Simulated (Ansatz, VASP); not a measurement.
One calculation of Rb, two programs

Contents of POSCAR:

```
Rb
1.0
   -2.7925000000      2.7925000000      2.7925000000
    2.7925000000     -2.7925000000      2.7925000000
    2.7925000000      2.7925000000     -2.7925000000
Rb
1
Direct
    0.0000000000      0.0000000000      0.0000000000
```

File INCAR.step1:

```
SYSTEM = Rb
PREC = Accurate ; ENCUT = 600
ISMEAR = -1 ; SIGMA = 0.05
LREAL = .False. ; LASPH = .True.
NELM = 60 ; GGA = PE
ALGO = Normal ; EDIFF = 1E-4
LWAVE = .True. ; LCHARG = .False.
```

INCAR.step2

```
SYSTEM = Rb
PREC = Accurate ; ENCUT = 600
EDIFF = 1E-6 ; ISMEAR = -1
SIGMA = 0.05 ; LREAL = .False.
LASPH = .True. ; NELM = 60
ALGO = Normal ; ISIF = 3
LWAVE = .False. ; LCHARG = .False.
METAGGA = R2SCAN ; LMIXTAU = .True.
IBRION = 2 ; NSW = 100
EDIFFG = -0.003 ; ISTART = 1
```

The input KPOINTS:

```
regular mesh
0
Gamma
  13 13 13
  0 0 0
```

Input for Ansatz:

```yaml
crystal:
  lattice:
    - [-2.7925, 2.7925, 2.7925]
    - [2.7925, -2.7925, 2.7925]
    - [2.7925, 2.7925, -2.7925]
  atoms:
    - { symbol: Rb, position: [0.0, 0.0, 0.0] }
kpoints:
  mp_grid: { grid: [13, 13, 13] }
scf:
  occupations: { method: fermi_dirac, width: 0.05 }
hamiltonian:
  xc: r2scan
  pseudopotentials: { kind: paw }
output:
  forces: true
  stress: true
relax:
  f_tol: 0.003
  max_steps: 80
  cell: {}
```

Alike in both runs: task relaxation of cell and atoms; functional r2SCAN; k mesh 13 × 13 × 13; occupations fermi-dirac, width 0.05 eV; no spin polarisation.

```csv
,VASP,Ansatz
version,VASP 6.6.1,Ansatz 0.2.0
potentials or method,"VASP PAW PBE potentials, release 64 (Rb_sv)","PAW with Ansatz's default frozen-core files, scalar-relativistic"
plane-wave cutoff (eV),600,500
valence electrons in the cell,9,9
```

Ansatz gave:

* relaxed volume (Å³/atom): 93.96
* relaxed cell length with the largest relative difference (Å): 4.960

Task: What did VASP give for the same quantities?

Result: Relaxed volume (Å³/atom): 94.85; relaxed cell length with the largest relative difference (Å): 4.976.

VASP's potentials were made for PBE, not for r2SCAN.
